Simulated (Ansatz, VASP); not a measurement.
# One calculation of MgO, two programs

File INCAR:

```
ALGO     = Normal         # electronic algorithm
EDIFF    = 1E-8           # SCF threshold, eV
ENCUT    = 520            # plane-wave cutoff, eV
GGA      = PE             # functional
ISIF     = 2              # what is computed and relaxed
ISMEAR   = -1             # smearing method
LASPH    = True           # aspherical terms in the spheres
LCHARG   = False          # write CHGCAR
LEFG     = True         
LREAL    = False          # projectors in reciprocal space
LWAVE    = False          # write WAVECAR
NBANDS   = 16             # bands
NELM     = 60             # most SCF steps
PREC     = Accurate       # precision mode
SIGMA    = 0.08           # smearing width, eV
```

The input KPOINTS:

```
k-points
0
Gamma
  15 15 8
```

File POSCAR:

```
MgO
1.0
    3.3145816860      0.0000000000      0.0000000000
   -1.6572908430      2.8705119429      0.0000000000
    0.0000000000      0.0000000000      5.1218850426
Mg O
2 2
Direct
    0.3333333333      0.6666666667     -0.0079272877
    0.6666666667      0.3333333333      0.4920727123
    0.3333333333      0.6666666667      0.3839272877
    0.6666666667      0.3333333333      0.8839272877
```

Input for Ansatz:

```yaml
crystal:
  lattice:
    - [3.314581686, 0.0, 0.0]
    - [-1.657290843, 2.8705119429, 0.0]
    - [0.0, 0.0, 5.1218850426]
  atoms:
    - { symbol: Mg, position: [0.3333333333, 0.6666666667, -0.0079272877] }
    - { symbol: Mg, position: [0.6666666667, 0.3333333333, 0.4920727123] }
    - { symbol: O, position: [0.3333333333, 0.6666666667, 0.3839272877] }
    - { symbol: O, position: [0.6666666667, 0.3333333333, 0.8839272877] }
kpoints:
  mp_grid: { grid: [15, 15, 8] }
  band_path:
    path:
      - [0.0, 0.0, 0.0]
      - [0.5, 0.0, 0.0]
      - [0.3333333333, 0.3333333333, 0.0]
      - [0.0, 0.0, 0.0]
      - [0.0, 0.0, 0.5]
      - [0.5, 0.0, 0.5]
      - [0.3333333333, 0.3333333333, 0.5]
      - [0.0, 0.0, 0.5]
      - [0.5, 0.0, 0.5]
    npoints: 8
scf:
  occupations: { method: fermi_dirac, width: 0.08 }
hamiltonian:
  xc: pbe
  pseudopotentials: { kind: all_electron, datasets: crystal }
output:
  forces: true
  stress: true
  eigenvalues: true
  efg: { contact_densities: true }
```

Alike in both runs: task electric field gradients; functional PBE; k mesh 15 × 15 × 8; occupations fermi-dirac, width 0.08 eV; no spin polarisation.

```csv
,VASP,Ansatz
version,VASP 6.6.1,Ansatz 0.2.0
potentials or method,"VASP PAW PBE potentials, release 64 (Mg, O), cutoff 520 eV","all-electron PAW with datasets made for the crystal, scalar-relativistic"
```

```tsv
	VASP	Ansatz	Ansatz less VASP
gap on the k mesh at the Fermi level (eV)	3.39	3.40	+0.010
pressure (GPa)	-0.4	0.0	+0.41
size of Vzz on the site where it differs most (V/Å²)	4.4	5.5	+1.05
```

Ansatz ran all-electron here, and VASP with PAW potentials.
